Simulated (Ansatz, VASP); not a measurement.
**Two plane-wave programs on GaO**

```xyz
2
Lattice="2.6363 0.0000 0.0000 0.0000 2.6363 0.0000 0.0000 0.0000 3.3963" Properties=species:S:1:pos:R:3 pbc="T T T"
Ga    0.0000    0.0000    0.0000
O     1.3182    1.3182    1.6981
```

Change from the starting cell: species swapped into the CdPt type (P4/mmm, No. 123).

Alike in both runs: task relaxation of cell and atoms; functional PBE; k mesh 20 × 20 × 16; occupations gaussian, width 0.1 eV; no spin polarisation.

```csv
,VASP,Ansatz
version,VASP 6.6.1,Ansatz 0.2.0
potentials or method,"VASP PAW PBE potentials, release 64 (Ga_d, O), cutoff 600 eV","scalar-relativistic, plane waves, PAW"
valence electrons in the cell,19,19
```

Ansatz gave:

```
gap on the k mesh at the Fermi level, each at its own relaxed structure (eV) : none
relaxed volume (Å³/atom)                                                     : 11.37
relaxed length of the cell vector where the two differ most in proportion (Å)              : 2.835
```

Task: Which values does VASP return?

Result: gap on the k mesh at the Fermi level, each at its own relaxed structure (eV): none; relaxed volume (Å³/atom): 11.39; relaxed length of the cell vector where the two differ most in proportion (Å): 2.837.

A gap of «none» marks a metal or a gap that the smearing closes.
